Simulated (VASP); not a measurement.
Here is a VASP 6.6.1 calculation.

Contents of INCAR:

```
SYSTEM = Cu
PREC     = Accurate       ! precision mode
ENCUT    = 520            ! plane-wave cutoff, eV
EDIFF    = 1E-6           ! SCF threshold, eV
ISMEAR   = 0              ! smearing method
SIGMA    = 0.15           ! smearing width, eV
LREAL    = .FALSE.        ! projectors in reciprocal space
LASPH    = .TRUE.         ! aspherical terms in the spheres
NELM     = 80             ! most SCF steps
ALGO     = Fast           ! electronic algorithm
ISIF     = 2              ! what is computed and relaxed
LWAVE    = .FALSE.        ! write WAVECAR
LCHARG   = .TRUE.         ! write CHGCAR
GGA      = PS             ! functional
LELF     = .TRUE.         ! ELF
LVHAR    = .TRUE.       
NBANDS   = 12             ! bands
```

KPOINTS

```
Automatic mesh
0
G
  24 24 24
  0 0 0
```

The input POSCAR:

```
Cu
1.0
    0.0000000000      1.9578345727      1.5934815588
    1.9578345727      0.0000000000      1.5934815588
    1.9578345727      1.9578345727      0.0000000000
Cu
1
Direct
    0.0000000000      0.0000000000      0.0000000000
```

Potentials or basis: VASP PAW PBE potentials, release 64 (Cu).

Command:

```sh
$ cat potpaw_PBE.64/Cu/POTCAR > POTCAR
$ mpirun -np 1 vasp_std > vasp.out
```

(1) What does it give for the band gap on the k mesh?

(2) What does it give for the pressure?

Results:

(1) zero (an odd number of electrons rules out a gap without spin polarisation).

(2) -9.4 GPa.

Caveat: the cell stands under tension; the PAW data sets were made with another functional, which shifts forces and pressure a little.
